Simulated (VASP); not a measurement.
Wanted: the native input for a VASP 6.6.1 run.

```yaml
Task: relaxation of shape and atoms at fixed volume
Functional: PBE
Potentials_or_basis: VASP PAW PBE potentials, release 64 (Ga_d, N)
Cutoff: 600 eV
k_mesh: 12 × 12 × 8
Occupations: gaussian, width 0.05 eV
Spin: no spin polarisation
Dipole_correction: no
Further_INCAR_settings: ALGO = Normal; EDIFF = 1e-06; IBRION = 2; EDIFFG = -0.01; NSW = 60; ISIF = 4
```

The structure of GaN lies in POSCAR:

```
GaN
1.0
    3.1748785098      0.0000000000      0.0000000000
   -1.5874392549      2.7495254434      0.0000000000
    0.0000000000      0.0000000000      5.1722994614
Ga N
2 2
Direct
    0.3333333333      0.6666666667     -0.0008648221
    0.6666666667      0.3333333333      0.4991351779
    0.3333333333      0.6666666667      0.3758648221
    0.6666666667      0.3333333333      0.8758648221
```

This cell differs from its parent crystal: volume scaled by 0.960.

These files were run (other wordings do the same):

INCAR

```
ALGO     = Normal         # electronic algorithm
EDIFF    = 1E-6           # SCF threshold, eV
EDIFFG   = -0.01          # ionic threshold
ENCUT    = 600            # plane-wave cutoff, eV
GGA      = PE             # functional
IBRION   = 2              # ionic algorithm
ISIF     = 4              # what is computed and relaxed
ISMEAR   = 0              # smearing method
LASPH    = T              # aspherical terms in the spheres
LCHARG   = F              # write CHGCAR
LREAL    = F              # projectors in reciprocal space
LWAVE    = F              # write WAVECAR
NELM     = 100            # most SCF steps
NSW      = 60             # ionic steps
PREC     = Accurate       # precision mode
SIGMA    = 0.05           # smearing width, eV
```

KPOINTS

```
k-points
0
Gamma
  12 12 8
```

Potentials or basis: VASP PAW PBE potentials, release 64 (Ga_d, N).

Launch:

```sh
$ cat potpaw_PBE.64/Ga_d/POTCAR potpaw_PBE.64/N/POTCAR > POTCAR
$ mpirun -np 1 vasp_std > vasp.out
```

It gave:

```json
{
  "Pressure after relaxing": "7.6 GPa",
  "Largest force after relaxing": "0.008 eV/Å",
  "Band gap on the k mesh": "1.99 eV, direct"
}
```

Caveat: the relaxation stopped at its first step, so nothing moved.

It took 50 s on 1 thread of Intel(R) Xeon(R) 6975P-C (Granite Rapids) (shared host), peak memory 0.24 GiB.
